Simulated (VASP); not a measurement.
# Y3ScRu4 (Im-3m) in VASP: single point with PBE

Aim: the single point of Y3ScRu4 with PBE.

All numbers are computed with VASP 6.6.1; they aren't measurements. Logs are shortened: lines on timing, memory, paths and dates and some standing lists are left out, and cuts for length are marked.

## Step 1: The cell of the first run

The structure is cubic, space group Im-3m (No. 229). Conventional cell: a = 6.719 Å, b = 6.719 Å, c = 6.719 Å, α = 90.00°, β = 90.00°, γ = 90.00°. Y (site symmetry 4/mmm) has 8 Ru at 2.91 Å and 4 Y at 3.36 Å and 2 Sc at 3.36 Å within 3.8 Å. Within 3.8 Å of Sc (site symmetry m-3m) lie 8 Ru at 2.91 Å and 6 Y at 3.36 Å. Within 3.8 Å of Ru (site symmetry -3m) lie 6 Y at 2.91 Å and 2 Sc at 2.91 Å and 6 Ru at 3.36 Å.

The cell was generated, and may not be a known phase.

## Step 2: Single point, PBE

The input, INCAR:

```
  PREC = Accurate
  ENCUT = 520
  EDIFF = 1E-6
  ISMEAR = 0
  SIGMA = 0.1
  LREAL = F
  LASPH = T
  NELM = 80
  ALGO = Fast
  ISIF = 2
  LWAVE = F
  LCHARG = T
  GGA = PE
  LELF = T
  LVHAR = T
  NBANDS = 60
```

The input, KPOINTS:

```
regular mesh
0
Gamma
  8 8 8
```

The input, POSCAR:

```
Y3ScRu4
1.0
   -3.3592838985      3.3592838985      3.3592838985
    3.3592838985     -3.3592838985      3.3592838985
    3.3592838985      3.3592838985     -3.3592838985
Y Sc Ru
3 1 4
Direct
    0.0000000000      0.5000000000      0.5000000000
    0.5000000000      0.0000000000      0.5000000000
    0.5000000000      0.5000000000      0.0000000000
    0.0000000000      0.0000000000      0.0000000000
    0.5000000000      0.5000000000      0.5000000000
    0.0000000000      0.0000000000      0.5000000000
    0.0000000000      0.5000000000      0.0000000000
    0.5000000000      0.0000000000      0.0000000000
```

Potentials or basis: VASP PAW PBE potentials, release 64 (Y_sv, Sc_sv, Ru_pv).

Launch:

```bash
$ cat potpaw_PBE.64/Y_sv/POTCAR potpaw_PBE.64/Sc_sv/POTCAR potpaw_PBE.64/Ru_pv/POTCAR > POTCAR
$ mpirun -np 1 vasp_std > vasp.out
```

OUTCAR:

```text
PREC = Accurate
   ENCUT = 520
   EDIFF = 1E-6
   ISMEAR = 0
   LREAL = F
   LASPH = T
   NELM = 80
   ISIF = 2
   GGA = PE

 ion  position               nearest neighbor table
   1  0.000  0.500  0.500-   5 2.91   6 2.91   7 2.91   8 2.91   7 2.91   6 2.91   5 2.91   8 2.91
                             4 3.36   4 3.36   2 3.36   3 3.36   2 3.36   3 3.36
   2  0.500  0.000  0.500-   5 2.91   6 2.91   7 2.91   8 2.91   8 2.91   5 2.91   6 2.91   7 2.91
                             4 3.36   3 3.36   1 3.36   4 3.36   1 3.36   3 3.36
   3  0.500  0.500  0.000-   5 2.91   6 2.91   7 2.91   8 2.91   5 2.91   8 2.91   7 2.91   6 2.91
                             4 3.36   2 3.36   1 3.36   1 3.36   4 3.36   2 3.36
   4  0.000  0.000  0.000-   5 2.91   6 2.91   7 2.91   8 2.91   6 2.91   7 2.91   8 2.91   5 2.91
                             3 3.36   1 3.36   1 3.36   2 3.36   3 3.36   2 3.36
   5  0.500  0.500  0.500-   1 2.91   2 2.91   3 2.91   4 2.91   3 2.91   2 2.91   1 2.91   4 2.91
                             7 3.36   8 3.36   8 3.36   7 3.36   6 3.36   6 3.36
   6  0.000  0.000  0.500-   1 2.91   2 2.91   3 2.91   4 2.91   4 2.91   1 2.91   2 2.91   3 2.91
                             7 3.36   7 3.36   8 3.36   8 3.36   5 3.36   5 3.36
   7  0.000  0.500  0.000-   1 2.91   2 2.91   3 2.91   4 2.91   1 2.91   4 2.91   3 2.91   2 2.91
                             6 3.36   6 3.36   8 3.36   5 3.36   8 3.36   5 3.36
   8  0.500  0.000  0.000-   1 2.91   2 2.91   3 2.91   4 2.91   2 2.91   3 2.91   4 2.91   1 2.91
                             6 3.36   5 3.36   7 3.36   6 3.36   7 3.36   5 3.36

  LATTYP: Found a body centered cubic cell.
 ALAT       =     6.7185677970

  Lattice vectors:

 A1 = (  -3.3592838985,   3.3592838985,   3.3592838985)
 A2 = (   3.3592838985,  -3.3592838985,   3.3592838985)
 A3 = (   3.3592838985,   3.3592838985,  -3.3592838985)

Analysis of symmetry for initial positions (statically):
=====================================================================
 Subroutine PRICEL returns:
 Original cell was already a primitive cell.

 Routine SETGRP: Setting up the symmetry group for a
 body centered cubic supercell.

 Subroutine GETGRP returns: Found 48 space group operations
 (whereof 48 operations were pure point group operations)
 out of a pool of 48 trial point group operations.

The static configuration has the point symmetry O_h .

Analysis of symmetry for dynamics (positions and initial velocities):
=====================================================================
 Subroutine PRICEL returns:
 Original cell was already a primitive cell.

 Routine SETGRP: Setting up the symmetry group for a
 body centered cubic supercell.

 Subroutine GETGRP returns: Found 48 space group operations
[... 128 lines left out ...]
   EMIN   =  10.00;   EMAX   =-10.00  energy-range for DOS
   EFERMI =   0.00;   METHOD = LEGACY
   ISMEAR =     0;   SIGMA  =   0.10  broadening in eV -4-tet -1-fermi 0-gaus
   EFERMI_NEDOS =   21; number of points for ismear=-14 and -15
   IALGO  =     68    algorithm
   IMIX   =      4    mixing-type and parameters
     AMIX     =   0.40;   BMIX     =  1.00
     AMIX_MAG =   1.60;   BMIX_MAG =  1.00
  volume/ion in A,a.u.               =      18.95       127.91
  Fermi-wavevector in a.u.,A,eV,Ry     =   1.424978  2.692818 27.627473  2.030562
  Thomas-Fermi vector in A             =   2.545411
   LORBIT       =      0    0 simple, 1 ext, 2 COOP (PROOUT), +10 PAW based schemes
   GGA     = PE    functional components
   LHFCALC =     F    Hartree Fock is set to
   AEXX    =    0.0000 exact exchange contribution
   IVDW    =     0    specifies the selected vdW correction
   LEPSILON=     F    determine dielectric tensor
   LRPA    =     F    only Hartree local field effects (RPA)
 non-spin polarized calculation
 RMM-DIIS sequential band-by-band and
 Gauss-broadening in eV      SIGMA  =   0.10
  energy-cutoff  :      520.00
  volume of cell :      151.64
 maximum number of plane-waves:      4124
 NGX is ok and might be reduce to    48
   NGX = 21   NGY = 21   NGZ = 21

 number of electron     100.0000017 magnetization

 Free energy of the ion-electron system (eV)
  ---------------------------------------------------
  ext. energy  EPLUGINS =         0.00000000
  ---------------------------------------------------
  free energy    TOTEN  =       -64.86310131 eV

  energy without entropy =      -64.82743589  energy(sigma->0) =      -64.84526860

 E-fermi :   6.5505     XC(G=0): -11.8170

 val. band max:        6.5406695354   @ k =   0.5000   0.5000   0.3750
 cond. band min:       6.5760444619   @ k =   0.5000   0.5000   0.3750
 fundamental gap:      0.0353749265
 Fermi energy:         6.5504979178

 k-point     1 :       0.0000    0.0000    0.0000
  band No.  band energies     occupation
      1     -42.2598      2.00000
      2     -34.9291      2.00000
      3     -34.9291      2.00000
      4     -34.9291      2.00000
      5     -34.9232      2.00000
      6     -34.9232      2.00000
[... 1501 lines left out ...]
     59       8.6906      0.00000
     60       9.4405      0.00000

 [... further k-points ...]

------------------------ aborting loop because EDIFF is reached ----------------------------------------

  FORCE on cell =-STRESS in cart. coord.  units (eV):
  Direction    XX          YY          ZZ          XY          YZ          ZX
  --------------------------------------------------------------------------------------
  -------------------------------------------------------------------------------------
  Total       -0.0933481     -0.0933481     -0.0933481     -0.0000000     -0.0000000     -0.0000000
  in kB       -0.9863152     -0.9863152     -0.9863152     -0.0000000     -0.0000000     -0.0000000
  external PRESSURE =      -0.9863152 kB  Pullay stress =       0.0000000 kB

 VOLUME and BASIS-vectors are now :
 -----------------------------------------------------------------------------
  energy-cutoff  :      520.00
  volume of cell :      151.64
      direct lattice vectors                 reciprocal lattice vectors
    -3.359283899  3.359283899  3.359283899     0.000000000  0.148841246  0.148841246
     3.359283899 -3.359283899  3.359283899     0.148841246  0.000000000  0.148841246
     3.359283899  3.359283899 -3.359283899     0.148841246  0.148841246  0.000000000

 POSITION                                       TOTAL-FORCE (eV/Angst)
 -----------------------------------------------------------------------------------
      3.35928      0.00000      0.00000         0.000000      0.000000      0.000000
      0.00000      3.35928      0.00000         0.000000      0.000000     -0.000000
      0.00000      0.00000      3.35928         0.000000     -0.000000      0.000000
      0.00000      0.00000      0.00000         0.000000     -0.000000      0.000000
      1.67964      1.67964      1.67964         0.000000      0.000000     -0.000000
      1.67964      1.67964     -1.67964        -0.000000      0.000000      0.000000
      1.67964     -1.67964      1.67964        -0.000000     -0.000000     -0.000000
     -1.67964      1.67964      1.67964        -0.000000      0.000000     -0.000000
 -----------------------------------------------------------------------------------
    total drift:                                0.000000      0.000000     -0.000000

  FREE ENERGIE OF THE ION-ELECTRON SYSTEM (eV)
  ---------------------------------------------------
  free  energy   TOTEN  =       -64.8631013095 eV

  energy  without entropy=      -64.8274358949  energy(sigma->0) =      -64.84526860
```

OSZICAR:

```text
N       E                     dE             d eps       ncg     rms          rms(c)
DAV:   1     0.118752383879E+04    0.11875E+04   -0.52956E+04  3496   0.177E+03
DAV:   2     0.250968820376E+02   -0.11624E+04   -0.11447E+04  3480   0.558E+02
DAV:   3    -0.595734154119E+02   -0.84670E+02   -0.79849E+02  5452   0.131E+02
[... 20 lines left out ...]
RMM:  24    -0.648630928273E+02   -0.49484E-05   -0.59972E-05  5315   0.296E-02    0.100E-02
RMM:  25    -0.648630970872E+02   -0.42599E-05   -0.37181E-05  4439   0.216E-02    0.120E-02
RMM:  26    -0.648630988275E+02   -0.17403E-05   -0.22879E-05  3803   0.155E-02    0.616E-03
RMM:  27    -0.648631004442E+02   -0.16167E-05   -0.14723E-05  3487   0.130E-02    0.891E-03
RMM:  28    -0.648631013095E+02   -0.86531E-06   -0.98004E-06  3311   0.116E-02
   1 F= -.64863101E+02 E0= -.64845269E+02  d E =-.356654E-01
```

Wall time 13 min (1 thread of Intel Xeon Platinum 8488C (Sapphire Rapids), shared host); peak memory 0.49 GiB.

Results:

* Free energy: -64.8631 eV
* Pressure: -0.1 GPa
* Band gap on the k mesh: zero (bands 50 and 51 overlap by 2.78 eV)

The gap in the log of VASP goes by the Fermi energy; the results here count the filled bands.